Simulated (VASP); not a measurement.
# PmBi (Fm-3m) in VASP: notebook

The runs below take PmBi through single point, with PBEsol.

Everything below comes from runs of VASP 6.6.1. Logs are shortened: lines on timing, memory, paths and dates and some standing lists are left out, and cuts for length are marked.

## 1. The cell of the first run

It takes space group Fm-3m (No. 225, cubic). The conventional cell has a = 6.438 Å, b = 6.438 Å, c = 6.438 Å, α = 90.00°, β = 90.00°, γ = 90.00°. Pm (site symmetry m-3m) has 6 Bi at 3.22 Å within 4.2 Å. Bi (site symmetry m-3m) has 6 Pm at 3.22 Å within 4.2 Å.

## 2. Single point, PBEsol, collinear spin, ferromagnetic start

Contents of INCAR:

```
SYSTEM = PmBi
ALGO     = Normal         ! electronic algorithm
EDIFF    = 1E-6           ! SCF threshold, eV
ENCUT    = 600            ! plane-wave cutoff, eV
GGA      = PS             ! functional
GGA_COMPAT= .False.      
ISIF     = 2              ! what is computed and relaxed
ISMEAR   = 0              ! smearing method
ISPIN    = 2              ! spin polarisation
LASPH    = .True.         ! aspherical terms in the spheres
LCHARG   = .False.        ! write CHGCAR
LMAXMIX  = 6              ! l up to which the mixer works
LORBIT   = 11             ! projections on sites
LREAL    = .False.        ! projectors in reciprocal space
LWAVE    = .False.        ! write WAVECAR
MAGMOM   = 4.77 0         ! initial moments
NBANDS   = 26             ! bands
NELM     = 200            ! most SCF steps
PREC     = Accurate       ! precision mode
SIGMA    = 0.05           ! smearing width, eV
```

Contents of KPOINTS:

```
k-points
0
Gamma
  8 8 8
  0 0 0
```

Contents of POSCAR:

```
PmBi
1.0
    0.0000000000      3.2188488210      3.2188488210
    3.2188488210      0.0000000000      3.2188488210
    3.2188488210      3.2188488210      0.0000000000
Pm Bi
1 1
Direct
    0.5000000000      0.5000000000      0.5000000000
    0.0000000000      0.0000000000      0.0000000000
```

Potentials or basis: VASP PAW PBE potentials, release 64 (Pm, Bi_d).

Started as:

```bash
cat potpaw_PBE.64/Pm/POTCAR potpaw_PBE.64/Bi_d/POTCAR > POTCAR
mpirun -np 1 vasp_std > vasp.out
```

OUTCAR:

```text
SYSTEM = PmBi
   EDIFF = 1E-6
   ENCUT = 600
   GGA = PS
   ISIF = 2
   ISMEAR = 0
   ISPIN = 2
   LASPH = .True.
   LORBIT = 11
   LREAL = .False.
   NELM = 200
   PREC = Accurate

 ion  position               nearest neighbor table
   1  0.500  0.500  0.500-   2 3.22   2 3.22   2 3.22   2 3.22   2 3.22   2 3.22
   2  0.000  0.000  0.000-   1 3.22   1 3.22   1 3.22   1 3.22   1 3.22   1 3.22

  LATTYP: Found a face centered cubic cell.
 ALAT       =     6.4376976420

  Lattice vectors:

 A1 = (   0.0000000000,   3.2188488210,   3.2188488210)
 A2 = (   3.2188488210,   0.0000000000,   3.2188488210)
 A3 = (   3.2188488210,   3.2188488210,   0.0000000000)

Analysis of symmetry for initial positions (statically):
=====================================================================
 Subroutine PRICEL returns:
 Original cell was already a primitive cell.

 Routine SETGRP: Setting up the symmetry group for a
 face centered cubic supercell.

 Subroutine GETGRP returns: Found 48 space group operations
 (whereof 48 operations were pure point group operations)
 out of a pool of 48 trial point group operations.

The static configuration has the point symmetry O_h .

Analysis of symmetry for dynamics (positions and initial velocities):
=====================================================================
 Subroutine PRICEL returns:
 Original cell was already a primitive cell.

 Routine SETGRP: Setting up the symmetry group for a
 face centered cubic supercell.

 Subroutine GETGRP returns: Found 48 space group operations
 (whereof 48 operations were pure point group operations)
 out of a pool of 48 trial point group operations.

The dynamic configuration has the point symmetry O_h .

Analysis of structural, dynamic, and magnetic symmetry:
=====================================================================
 Subroutine PRICEL returns:
 Original cell was already a primitive cell.

 Routine SETGRP: Setting up the symmetry group for a
 face centered cubic supercell.

 Subroutine GETGRP returns: Found 48 space group operations
 (whereof 48 operations were pure point group operations)
 out of a pool of 48 trial point group operations.

The overall configuration has the point symmetry O_h .

 Subroutine INISYM returns: Found 48 space group operations
 (whereof 48 operations are pure point group operations),
 and found     1 'primitive' translations

----------------------------------------------------------------------------------------

                                     Primitive cell

  volume of cell :      66.7009

  direct lattice vectors                    reciprocal lattice vectors
     0.000000000  3.218848821  3.218848821    -0.155335037  0.155335037  0.155335037
     3.218848821  0.000000000  3.218848821     0.155335037 -0.155335037  0.155335037
     3.218848821  3.218848821  0.000000000     0.155335037  0.155335037 -0.155335037

  length of vectors
     4.552139658  4.552139658  4.552139658     0.269048176  0.269048176  0.269048176

  position of ions in fractional coordinates (direct lattice)
     0.500000000  0.500000000  0.500000000
     0.000000000  0.000000000  0.000000000

  ion indices of the primitive-cell ions
   primitive index   ion index
                 1           1
                 2           2

----------------------------------------------------------------------------------------

 KPOINTS: k-points

Automatic generation of k-mesh.
 Grid dimensions read from file:
 generate k-points for:    8    8    8

 Generating k-lattice:

  Cartesian coordinates                     Fractional coordinates (reciprocal lattice)
    -0.019416880  0.019416880  0.019416880     0.125000000  0.000000000  0.000000000
     0.019416880 -0.019416880  0.019416880     0.000000000  0.125000000  0.000000000
     0.019416880  0.019416880 -0.019416880     0.000000000  0.000000000  0.125000000

  Length of vectors
     0.033631022  0.033631022  0.033631022

  Shift w.r.t. Gamma in fractional coordinates (k-lattice)
     0.000000000  0.000000000  0.000000000

 Subroutine IBZKPT returns following result:
 ===========================================

 Found     29 irreducible k-points:

 Following reciprocal coordinates:
            Coordinates               Weight
  0.000000  0.000000  0.000000      1.000000
  0.125000  0.000000  0.000000      8.000000
  0.250000  0.000000  0.000000      8.000000
  0.375000  0.000000  0.000000      8.000000
  0.500000  0.000000  0.000000      4.000000
  0.125000  0.125000  0.000000      6.000000
[... 16 lines left out ...]
  0.500000  0.250000  0.125000     48.000000
 -0.375000  0.250000  0.125000     24.000000
 [... further k-points ...]
   k-points           NKPTS =     29   k-points in BZ     NKDIM =     29   number of bands    NBANDS=     26
   number of dos      NEDOS =    301   number of ions     NIONS =      2
   total plane-waves  NPLWV =  46656
   dimension x,y,z NGX =    36 NGY =   36 NGZ =   36
   dimension x,y,z NGXF=    72 NGYF=   72 NGZF=   72
   ions per type =               1   1
   NGX,Y,Z   is equivalent  to a cutoff of  13.15, 13.15, 13.15 a.u.
   NGXF,Y,Z  is equivalent  to a cutoff of  26.29, 26.29, 26.29 a.u.
 SYSTEM =  PmBi
   PREC   = accura    normal or accurate (medium, high low for compatibility)
   ISTART =      0    job   : 0-new  1-cont  2-samecut
   ICHARG =      2    charge: 1-file 2-atom 10-const
   ISPIN  =      2    spin polarized calculation?
   LNONCOLLINEAR =      F non collinear calculations
   LSORBIT =      F    spin-orbit coupling
   LASPH  =      T    aspherical Exc in radial PAW
   ENCUT  =  600.0 eV  44.10 Ry    6.64 a.u.   9.09  9.09  9.09*2*pi/ulx,y,z
   NELM   =    200;   NELMIN=  2; NELMDL= -5     # of ELM steps
   EDIFF  = 0.1E-05   stopping-criterion for ELM
   LREAL  =      F    real-space projection
   EDIFFG = 0.1E-04   stopping-criterion for IOM
   NSW    =      0    number of steps for IOM
   IBRION =     -1    ionic relax: 0-MD 1-quasi-New 2-CG
   NFREE  =      0    steps in history (QN), initial steepest desc. (CG)
   ISIF   =      2    stress and relaxation
   ISYM   =      2    0-nonsym 1-usesym 2-fastsym
   POTIM  = 0.5000    time-step for ionic-motion
   TEBEG  =    0.0;   TEEND  =   0.0 temperature during run
   PSTRESS=    0.0 pullay stress
   NELECT =      30.0000    total number of electrons
   NUPDOWN=      -1.0000    fix difference up-down
   EMIN   =  10.00;   EMAX   =-10.00  energy-range for DOS
   EFERMI =   0.00;   METHOD = LEGACY
   ISMEAR =     0;   SIGMA  =   0.05  broadening in eV -4-tet -1-fermi 0-gaus
   EFERMI_NEDOS =   21; number of points for ismear=-14 and -15
   IALGO  =     38    algorithm
   IMIX   =      4    mixing-type and parameters
     AMIX     =   0.40;   BMIX     =  1.00
     AMIX_MAG =   1.60;   BMIX_MAG =  1.00
  volume/ion in A,a.u.               =      33.35       225.06
  Fermi-wavevector in a.u.,A,eV,Ry     =   1.254309  2.370301 21.405938  1.573292
  Thomas-Fermi vector in A             =   2.388120
   LORBIT       =     11    0 simple, 1 ext, 2 COOP (PROOUT), +10 PAW based schemes
   GGA     = PS    functional components
   LHFCALC =     F    Hartree Fock is set to
   AEXX    =    0.0000 exact exchange contribution
   IVDW    =     0    specifies the selected vdW correction
   LEPSILON=     F    determine dielectric tensor
   LRPA    =     F    only Hartree local field effects (RPA)
 spin polarized calculation
 Gauss-broadening in eV      SIGMA  =   0.05
  energy-cutoff  :      600.00
  volume of cell :       66.70
 maximum number of plane-waves:      2252
   NGX = 19   NGY = 19   NGZ = 19

 number of electron      30.0000004 magnetization       4.2881706

 Free energy of the ion-electron system (eV)
  ---------------------------------------------------
  ext. energy  EPLUGINS =         0.00000000
  ---------------------------------------------------
  free energy    TOTEN  =       -14.00014440 eV

  energy without entropy =      -13.97604054  energy(sigma->0) =      -13.98809247

 E-fermi :   5.6785     XC(G=0):  -9.9718

 val. band max:        5.6780780691   @ k =   0.5000   0.2500   0.1250
 cond. band min:       5.6807950286   @ k =   0.5000   0.0000   0.0000
 fundamental gap:      0.0027169595
 Fermi energy:         5.6784726337

 spin component 1

 k-point     1 :       0.0000    0.0000    0.0000
  band No.  band energies     occupation
      1     -32.7691      1.00000
      2     -15.7877      1.00000
      3     -15.7877      1.00000
      4     -15.7348      1.00000
      5     -15.7348      1.00000
      6     -15.7348      1.00000
[... 18 lines left out ...]
     25       8.2326      0.00000
     26       8.6264      0.00000

 k-point     2 :       0.1250    0.0000    0.0000
  band No.  band energies     occupation
      1     -32.7681      1.00000
      2     -15.7943      1.00000
      3     -15.7943      1.00000
      4     -15.7351      1.00000
      5     -15.7338      1.00000
      6     -15.7338      1.00000
[... 18 lines left out ...]
     25       9.3935      0.00000
     26      10.0604      0.00000

 k-point     3 :       0.2500    0.0000    0.0000
  band No.  band energies     occupation
      1     -32.7656      1.00000
      2     -15.8103      1.00000
      3     -15.8103      1.00000
      4     -15.7361      1.00000
      5     -15.7311      1.00000
      6     -15.7311      1.00000
[... 572 lines left out ...]
 k-point    23 :       0.5000    0.2500    0.1250
  band No.  band energies     occupation
      1     -32.7621      1.00000
      2     -15.8244      1.00000
      3     -15.8030      1.00000
      4     -15.7349      1.00000
      5     -15.7284      1.00000
      6     -15.7257      1.00000
[... 18 lines left out ...]
     25      10.9486      0.00000
     26      13.1537      0.00000

 k-point    24 :      -0.3750    0.2500    0.1250
  band No.  band energies     occupation
      1     -32.7614      1.00000
      2     -15.8234      1.00000
      3     -15.8077      1.00000
      4     -15.7341      1.00000
      5     -15.7288      1.00000
      6     -15.7244      1.00000
[... 18 lines left out ...]
     25      11.3787      0.00000
     26      12.3197      0.00000

 [... further k-points ...]

 spin component 2

 k-point     1 :       0.0000    0.0000    0.0000
  band No.  band energies     occupation
      1     -30.7772      1.00000
      2     -15.8061      1.00000
      3     -15.8061      1.00000
      4     -15.7562      1.00000
      5     -15.7562      1.00000
      6     -15.7562      1.00000
[... 18 lines left out ...]
     25       9.1377      0.00000
     26       9.1377      0.00000

 k-point     2 :       0.1250    0.0000    0.0000
  band No.  band energies     occupation
      1     -30.7758      1.00000
      2     -15.8101      1.00000
      3     -15.8101      1.00000
      4     -15.7563      1.00000
      5     -15.7552      1.00000
      6     -15.7552      1.00000
[... 18 lines left out ...]
     25       9.9914      0.00000
     26      10.3021      0.00000

 k-point     3 :       0.2500    0.0000    0.0000
  band No.  band energies     occupation
      1     -30.7726      1.00000
      2     -15.8200      1.00000
      3     -15.8200      1.00000
      4     -15.7564      1.00000
      5     -15.7524      1.00000
      6     -15.7524      1.00000
[... 572 lines left out ...]
 k-point    23 :       0.5000    0.2500    0.1250
  band No.  band energies     occupation
      1     -30.7680      1.00000
      2     -15.8282      1.00000
      3     -15.8140      1.00000
      4     -15.7555      1.00000
      5     -15.7495      1.00000
      6     -15.7470      1.00000
[... 18 lines left out ...]
     25      11.3593      0.00000
     26      13.5808      0.00000

 k-point    24 :      -0.3750    0.2500    0.1250
  band No.  band energies     occupation
      1     -30.7670      1.00000
      2     -15.8276      1.00000
      3     -15.8167      1.00000
      4     -15.7541      1.00000
      5     -15.7500      1.00000
      6     -15.7457      1.00000
[... 18 lines left out ...]
     25      11.9116      0.00000
     26      12.7385      0.00000

 [... further k-points ...]

------------------------ aborting loop because EDIFF is reached ----------------------------------------

  FORCE on cell =-STRESS in cart. coord.  units (eV):
  Direction    XX          YY          ZZ          XY          YZ          ZX
  --------------------------------------------------------------------------------------
  -------------------------------------------------------------------------------------
  Total        0.0228412      0.0228412      0.0228412      0.0000000     -0.0000000      0.0000000
  in kB        0.5486518      0.5486518      0.5486518      0.0000000     -0.0000000      0.0000000
  external PRESSURE =       0.5486518 kB  Pullay stress =       0.0000000 kB

 VOLUME and BASIS-vectors are now :
 -----------------------------------------------------------------------------
  energy-cutoff  :      600.00
  volume of cell :       66.70
      direct lattice vectors                 reciprocal lattice vectors
     0.000000000  3.218848821  3.218848821    -0.155335037  0.155335037  0.155335037
     3.218848821  0.000000000  3.218848821     0.155335037 -0.155335037  0.155335037
     3.218848821  3.218848821  0.000000000     0.155335037  0.155335037 -0.155335037

 POSITION                                       TOTAL-FORCE (eV/Angst)
 -----------------------------------------------------------------------------------
      3.21885      3.21885      3.21885        -0.000000     -0.000000     -0.000000
      0.00000      0.00000      0.00000         0.000000      0.000000      0.000000
 -----------------------------------------------------------------------------------
    total drift:                                0.000000      0.000000      0.000000

  FREE ENERGIE OF THE ION-ELECTRON SYSTEM (eV)
  ---------------------------------------------------
  free  energy   TOTEN  =       -14.0001443977 eV

  energy  without entropy=      -13.9760405372  energy(sigma->0) =      -13.98809247

 total charge

# of ion       s       p       d       f       tot
--------------------------------------------------
    1        2.002   5.548   0.449   4.324  12.322
    2        1.438   1.706   9.881   0.000  13.025
--------------------------------------------------
tot          3.440   7.254  10.330   4.324  25.348

 magnetization (x)

# of ion       s       p       d       f       tot
--------------------------------------------------
    1       -0.013   0.001   0.025   4.263   4.276
    2       -0.006  -0.083   0.002   0.000  -0.087
--------------------------------------------------
tot         -0.020  -0.082   0.027   4.263   4.189
```

It took 3.4 min on 1 thread of Intel Xeon 8259CL, shared host; peak memory 0.31 GiB.

What came out:

```yaml
Free_energy: -14.0001 eV
Pressure: 0.1 GPa
Net_moment: 4.29 μB per cell
Site_moments: Pm +4.28; Bi -0.09 μB
Valence_electrons_inside_the_program's_atomic_spheres: Pm 12.32; Bi 13.03
```

Levels at points of the mesh, in eV from the Fermi level:
Spin up:
```
           k point  band 13  band 14  band 15  band 16  band 17  band 18  band 19  band 20  band 21  band 22
(0.00, 0.00, 0.00)    -0.41    -0.38    -0.38    -0.38     0.12     1.75     1.75     1.75     1.89     1.89
(0.50, 0.00, 0.00)    -1.21    -0.45    -0.45    -0.38    -0.04     0.00     0.00     0.21     3.53     3.53
(0.50, 0.50, 0.00)    -0.73    -0.45    -0.17    -0.17    -0.03     0.22     0.23     0.68     0.68     3.44
```
Spin down:
```
           k point  band 9  band 10  band 11  band 12  band 13  band 14  band 15  band 16  band 17  band 18
(0.00, 0.00, 0.00)  -17.33   -10.49     0.83     0.83     0.83     2.13     2.13     2.13     2.20     3.06
(0.50, 0.00, 0.00)  -17.29    -9.39    -3.22    -1.09    -1.09     2.26     2.62     2.78     2.78     3.02
(0.50, 0.50, 0.00)  -17.40    -9.89    -1.65     0.01     0.01     0.48     2.44     2.71     2.82     2.82
```

Caveat: the magnetic or orbital state may not be the lowest; the PAW data sets were made with another functional, which shifts forces and pressure a little; spin-orbit coupling is left out, which moves the levels of the heavy elements; semilocal functionals describe open f shells poorly, which spoils levels, moments and volumes. The state reached can hang on the start; a lower one may exist.

(Continued in part 2 of 2.)
